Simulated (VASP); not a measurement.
# IrRu2 (P6_3/mmc) in VASP: a series of runs

The runs below take IrRu2 through relaxation of cell and atoms, single point, with PBE.

Everything below comes from runs of VASP 6.6.1. Logs are shortened: lines on timing, memory, paths and dates and some standing lists are left out, and cuts for length are marked.

## Step 1: The cell of the first run

Symmetry: P6_3/mmc, No. 194, hexagonal system. Conventional cell: a = 2.702 Å, b = 2.702 Å, c = 12.959 Å, α = 90.00°, β = 90.00°, γ = 120.00°. Ru (site symmetry 3m) has 9 Ru at 2.66 to 2.70 Å and 3 Ir at 2.66 Å within 3.5 Å. Ir (site symmetry -6m2) has 6 Ru at 2.66 Å and 6 Ir at 2.70 Å within 3.5 Å.

## Step 2: Relaxation of cell and atoms, PBE

File INCAR:

```
SYSTEM = IrRu2
PREC = Accurate ; ENCUT = 600
EDIFF = 1E-7 ; ISMEAR = 0
SIGMA = 0.1 ; LREAL = .False.
LASPH = .True. ; NELM = 80
ALGO = Fast ; ISIF = 3
LWAVE = .False. ; LCHARG = .False.
GGA = PE ; IBRION = 2
NSW = 90 ; EDIFFG = -0.04
```

File KPOINTS:

```
Automatic mesh
0
Gamma
  6 6 2
  0 0 0
```

File POSCAR:

```
IrRu2
1.0
    2.7016003800      0.0000000000      0.0000000000
   -1.3508001900      2.3396545600      0.0000000000
    0.0000000000      0.0000000000     12.9594568600
Ru Ir
4 2
Direct
    0.3333333300      0.6666666700      0.9166666700
    0.3333333300      0.6666666700      0.5833333300
    0.6666666700      0.3333333300      0.0833333300
    0.6666666700      0.3333333300      0.4166666700
    0.3333333300      0.6666666700      0.2500000000
    0.6666666700      0.3333333300      0.7500000000
```

Potentials or basis: VASP PAW PBE potentials, release 64 (Ru_pv, Ir).

Started as:

```
$ cat potpaw_PBE.64/Ru_pv/POTCAR potpaw_PBE.64/Ir/POTCAR > POTCAR
$ mpirun -np 1 vasp_std > vasp.out
```

OUTCAR:

```text
SYSTEM = IrRu2
   PREC = Accurate
   ENCUT = 600
   EDIFF = 1E-7
   ISMEAR = 0
   LREAL = .False.
   LASPH = .True.
   NELM = 80
   ISIF = 3
   GGA = PE
   IBRION = 2
   NSW = 90
   EDIFFG = -0.04

 ion  position               nearest neighbor table
   1  0.333  0.667  0.917-   3 2.66   3 2.66   3 2.66   6 2.66   6 2.66   6 2.66
   2  0.333  0.667  0.583-   4 2.66   4 2.66   4 2.66   6 2.66   6 2.66   6 2.66
   3  0.667  0.333  0.083-   1 2.66   1 2.66   1 2.66   5 2.66   5 2.66   5 2.66
   4  0.667  0.333  0.417-   2 2.66   2 2.66   2 2.66   5 2.66   5 2.66   5 2.66
   5  0.333  0.667  0.250-   3 2.66   4 2.66   3 2.66   4 2.66   3 2.66   4 2.66
   6  0.667  0.333  0.750-   1 2.66   2 2.66   1 2.66   2 2.66   1 2.66   2 2.66

  LATTYP: Found a hexagonal cell.
 ALAT       =     2.7016003800
 C/A-ratio  =     4.7969555216

  Lattice vectors:

 A1 = (   2.7016003800,   0.0000000000,   0.0000000000)
 A2 = (  -1.3508001900,   2.3396545600,   0.0000000000)
 A3 = (   0.0000000000,   0.0000000000,  12.9594568600)

Analysis of symmetry for initial positions (statically):
=====================================================================
 Subroutine PRICEL returns:
 Original cell was already a primitive cell.

 Routine SETGRP: Setting up the symmetry group for a
 hexagonal supercell.

 Subroutine GETGRP returns: Found 24 space group operations
 (whereof 12 operations were pure point group operations)
 out of a pool of 24 trial point group operations.

The static configuration has the point symmetry D_3d.
 The point group associated with its full space group is D_6h.

Analysis of symmetry for dynamics (positions and initial velocities):
=====================================================================
 Subroutine PRICEL returns:
 Original cell was already a primitive cell.

 Routine SETGRP: Setting up the symmetry group for a
 hexagonal supercell.

 Subroutine GETGRP returns: Found 24 space group operations
 (whereof 12 operations were pure point group operations)
 out of a pool of 24 trial point group operations.

The dynamic configuration has the point symmetry D_3d.
 The point group associated with its full space group is D_6h.

 Subroutine INISYM returns: Found 24 space group operations
 (whereof 12 operations are pure point group operations),
 and found     1 'primitive' translations

----------------------------------------------------------------------------------------

                                     Primitive cell

  volume of cell :      81.9143

  direct lattice vectors                    reciprocal lattice vectors
     2.701600380  0.000000000  0.000000000     0.370150970  0.213706762  0.000000000
    -1.350800190  2.339654560  0.000000000     0.000000000  0.427413524  0.000000000
     0.000000000  0.000000000 12.959456860     0.000000000  0.000000000  0.077163728

  length of vectors
     2.701600380  2.701600380 12.959456860     0.427413524  0.427413524  0.077163728

  position of ions in fractional coordinates (direct lattice)
     0.333333330  0.666666670  0.916666670
     0.333333330  0.666666670  0.583333330
     0.666666670  0.333333330  0.083333330
     0.666666670  0.333333330  0.416666670
     0.333333330  0.666666670  0.250000000
     0.666666670  0.333333330  0.750000000

  ion indices of the primitive-cell ions
   primitive index   ion index
                 1           1
                 2           2
                 3           3
                 4           4
                 5           5
                 6           6

----------------------------------------------------------------------------------------

 KPOINTS: Automatic mesh

Automatic generation of k-mesh.
 Grid dimensions read from file:
 generate k-points for:    6    6    2

 Generating k-lattice:

  Cartesian coordinates                     Fractional coordinates (reciprocal lattice)
     0.061691828  0.035617794  0.000000000     0.166666667  0.000000000  0.000000000
     0.000000000  0.071235587  0.000000000     0.000000000  0.166666667  0.000000000
     0.000000000  0.000000000  0.038581864     0.000000000  0.000000000  0.500000000

  Length of vectors
     0.071235587  0.071235587  0.038581864

  Shift w.r.t. Gamma in fractional coordinates (k-lattice)
     0.000000000  0.000000000  0.000000000

 Subroutine IBZKPT returns following result:
 ===========================================

 Found     14 irreducible k-points:

 Following reciprocal coordinates:
            Coordinates               Weight
  0.000000  0.000000  0.000000      1.000000
  0.166667 -0.000000  0.000000      6.000000
  0.333333 -0.000000  0.000000      6.000000
  0.500000  0.000000  0.000000      3.000000
  0.166667  0.166667  0.000000      6.000000
  0.333333  0.166667  0.000000     12.000000
  0.333333  0.333333  0.000000      2.000000
  0.000000  0.000000  0.500000      1.000000
  0.166667 -0.000000  0.500000      6.000000
  0.333333 -0.000000  0.500000      6.000000
  0.500000  0.000000  0.500000      3.000000
  0.166667  0.166667  0.500000      6.000000
  0.333333  0.166667  0.500000     12.000000
  0.333333  0.333333  0.500000      2.000000
   k-points           NKPTS =     14   k-points in BZ     NKDIM =     14   number of bands    NBANDS=     44
   number of dos      NEDOS =    301   number of ions     NIONS =      6
   total plane-waves  NPLWV =  62208
   dimension x,y,z NGX =    24 NGY =   24 NGZ =  108
   dimension x,y,z NGXF=    48 NGYF=   48 NGZF=  216
   ions per type =               4   2
   NGX,Y,Z   is equivalent  to a cutoff of  14.77, 14.77, 13.85 a.u.
   NGXF,Y,Z  is equivalent  to a cutoff of  29.54, 29.54, 27.71 a.u.
 SYSTEM =  IrRu2
   PREC   = accura    normal or accurate (medium, high low for compatibility)
   ISTART =      0    job   : 0-new  1-cont  2-samecut
   ICHARG =      2    charge: 1-file 2-atom 10-const
   ISPIN  =      1    spin polarized calculation?
   LNONCOLLINEAR =      F non collinear calculations
   LSORBIT =      F    spin-orbit coupling
   LASPH  =      T    aspherical Exc in radial PAW
   ENCUT  =  600.0 eV  44.10 Ry    6.64 a.u.   5.40  5.40 25.88*2*pi/ulx,y,z
   NELM   =     80;   NELMIN=  2; NELMDL= -5     # of ELM steps
   EDIFF  = 0.1E-06   stopping-criterion for ELM
   LREAL  =      F    real-space projection
   EDIFFG = -.4E-01   stopping-criterion for IOM
   NSW    =     90    number of steps for IOM
   IBRION =      2    ionic relax: 0-MD 1-quasi-New 2-CG
   NFREE  =      1    steps in history (QN), initial steepest desc. (CG)
   ISIF   =      3    stress and relaxation
   ISYM   =      2    0-nonsym 1-usesym 2-fastsym
   POTIM  = 0.5000    time-step for ionic-motion
   TEBEG  =    0.0;   TEEND  =   0.0 temperature during run
   PSTRESS=    0.0 pullay stress
   NELECT =      74.0000    total number of electrons
   NUPDOWN=      -1.0000    fix difference up-down
   EMIN   =  10.00;   EMAX   =-10.00  energy-range for DOS
   EFERMI =   0.00;   METHOD = LEGACY
   ISMEAR =     0;   SIGMA  =   0.10  broadening in eV -4-tet -1-fermi 0-gaus
   EFERMI_NEDOS =   21; number of points for ismear=-14 and -15
   IALGO  =     68    algorithm
   IMIX   =      4    mixing-type and parameters
     AMIX     =   0.40;   BMIX     =  1.00
     AMIX_MAG =   1.60;   BMIX_MAG =  1.00
  volume/ion in A,a.u.               =      13.65        92.13
  Fermi-wavevector in a.u.,A,eV,Ry     =   1.582579  2.990642 34.076576  2.504558
  Thomas-Fermi vector in A             =   2.682481
   LORBIT       =      0    0 simple, 1 ext, 2 COOP (PROOUT), +10 PAW based schemes
   GGA     = PE    functional components
   LHFCALC =     F    Hartree Fock is set to
   AEXX    =    0.0000 exact exchange contribution
   IVDW    =     0    specifies the selected vdW correction
   LEPSILON=     F    determine dielectric tensor
   LRPA    =     F    only Hartree local field effects (RPA)
 conjugate gradient relaxation of ions
 non-spin polarized calculation
 RMM-DIIS sequential band-by-band and
 Gauss-broadening in eV      SIGMA  =   0.10
  energy-cutoff  :      600.00
  volume of cell :       81.91
 maximum number of plane-waves:      2811
 NGX is ok and might be reduce to    24
   NGX = 11   NGY = 11   NGZ = 51

--------------------------------------- Ionic step        1  -------------------------------------------

 number of electron      74.0000009 magnetization

 Free energy of the ion-electron system (eV)
  ---------------------------------------------------
  ext. energy  EPLUGINS =         0.00000000
  ---------------------------------------------------
  free energy    TOTEN  =       -54.42335363 eV

  energy without entropy =      -54.34799804  energy(sigma->0) =      -54.38567584

------------------------ aborting loop because EDIFF is reached ----------------------------------------

  FORCE on cell =-STRESS in cart. coord.  units (eV):
  Direction    XX          YY          ZZ          XY          YZ          ZX
  --------------------------------------------------------------------------------------
  -------------------------------------------------------------------------------------
  Total        7.7119600      7.7119600      0.6784731     -0.0000000      0.0000000      0.0000000
  in kB      150.8397139    150.8397139     13.2703859     -0.0000000      0.0000000      0.0000000
  external PRESSURE =     104.9832712 kB  Pullay stress =       0.0000000 kB
[... 305 lines left out ...]
  energy  without entropy=      -54.5818162159  energy(sigma->0) =      -54.60334681

--------------------------------------- Ionic step        9  -------------------------------------------

 number of electron      74.0000014 magnetization

 Free energy of the ion-electron system (eV)
  ---------------------------------------------------
  ext. energy  EPLUGINS =         0.00000000
  ---------------------------------------------------
  free energy    TOTEN  =       -54.62543739 eV

  energy without entropy =      -54.58321378  energy(sigma->0) =      -54.60432558

 E-fermi :  11.7673     XC(G=0): -13.9401

 val. band max:       11.7623816479   @ k =   0.1667   0.1667   0.0000
 cond. band min:      11.8144411160   @ k =   0.1667  -0.0000   0.5000
 fundamental gap:      0.0520594681
 Fermi energy:        11.7673323921

 k-point     1 :       0.0000    0.0000    0.0000
  band No.  band energies     occupation
      1     -31.8957      2.00000
      2     -31.8867      2.00000
      3     -31.2866      2.00000
      4     -31.2769      2.00000
      5     -31.1948      2.00000
      6     -31.1948      2.00000
[... 680 lines left out ...]
  FREE ENERGIE OF THE ION-ELECTRON SYSTEM (eV)
  ---------------------------------------------------
  free  energy   TOTEN  =       -54.6254373865 eV

  energy  without entropy=      -54.5832137756  energy(sigma->0) =      -54.60432558

 reached required accuracy - stopping structural energy minimisation
```

Run time: 7.2 min. Hardware: 1 thread of Intel Xeon 6975P-C (Granite Rapids), shared host; peak memory 0.29 GiB.

What came out:

* Free energy: -54.6254 eV
* Relaxed volume: 14.07 Å³/atom
* Relaxed cell: a = 2.760 Å, b = 2.760 Å, c = 12.794 Å, α = 90.00°, β = 90.00°, γ = 120.00°
* Space group after relaxing (to 0.1 Å): P6_3/mmc (No. 194)
* Energy gained by relaxing: 33.7 meV/atom
* Ionic steps: 9
* Pressure after relaxing: 0.0 GPa
* Largest force after relaxing: 0.018 eV/Å
* Band gap on the k mesh: zero (bands 37 and 38 overlap by 2.71 eV)

Forces on the atoms (eV/Å):
```
Ru   0.000  0.000  0.018
Ru   0.000  0.000 -0.018
Ru   0.000  0.000 -0.018
Ru   0.000  0.000  0.018
Ir   0.000  0.000  0.000
Ir   0.000  0.000  0.000
```

Step by step:
```tsv
step	energy change (eV)	largest force (eV/Å)	pressure (GPa)	volume (Å³)
1	0.0000	0.6335	10.50	81.91
2	0.5145	0.0504	-23.93	92.89
3	-0.1522	0.4176	-3.32	85.27
4	-0.1688	0.0878	1.67	84.13
5	-0.1984	0.1733	-0.78	84.63
6	-0.1996	0.0035	1.67	83.98
7	-0.2014	0.0738	0.60	84.26
8	-0.2015	0.0329	-0.60	84.57
9	-0.2021	0.0182	-0.02	84.42
```

Final structure:
```cif
data_structure
_symmetry_space_group_name_H-M 'P 1'
_symmetry_Int_Tables_number 1
_cell_length_a 2.7602
_cell_length_b 2.7602
_cell_length_c 12.7943
_cell_angle_alpha 90.000
_cell_angle_beta 90.000
_cell_angle_gamma 120.000
_cell_volume 84.42
loop_
_atom_site_label
_atom_site_type_symbol
_atom_site_fract_x
_atom_site_fract_y
_atom_site_fract_z
_atom_site_occupancy
Ru1 Ru 0.33333 0.66667 0.91885 1
Ru2 Ru 0.33333 0.66667 0.58115 1
Ru3 Ru 0.66667 0.33333 0.08115 1
Ru4 Ru 0.66667 0.33333 0.41885 1
Ir1 Ir 0.33333 0.66667 0.25000 1
Ir2 Ir 0.66667 0.33333 0.75000 1
```

Levels at points of the mesh, in eV from the Fermi level:
| k point | band 35 | band 36 | band 37 | band 38 | band 39 | band 40 |
| --- | --- | --- | --- | --- | --- | --- |
| (0.00, 0.00, 0.00) | -2.06 | -2.06 | -1.82 | -0.78 | -0.78 | -0.66 |
| (0.50, 0.00, 0.00) | 0.94 | 1.02 | 1.09 | 1.10 | 1.18 | 1.29 |
| (0.00, 0.00, 0.50) | -1.58 | -1.58 | -1.58 | -1.58 | -0.19 | -0.19 |
| (0.50, 0.00, 0.50) | 0.71 | 0.71 | 1.13 | 1.13 | 1.16 | 1.16 |

Caveat: the k points lie up to 0.44 Å⁻¹ apart in the final cell, too coarse for converged energies and pressures of a metal; spin-orbit coupling is left out, which moves the levels of the heavy elements.

(Part 1 of 2 ends here.)
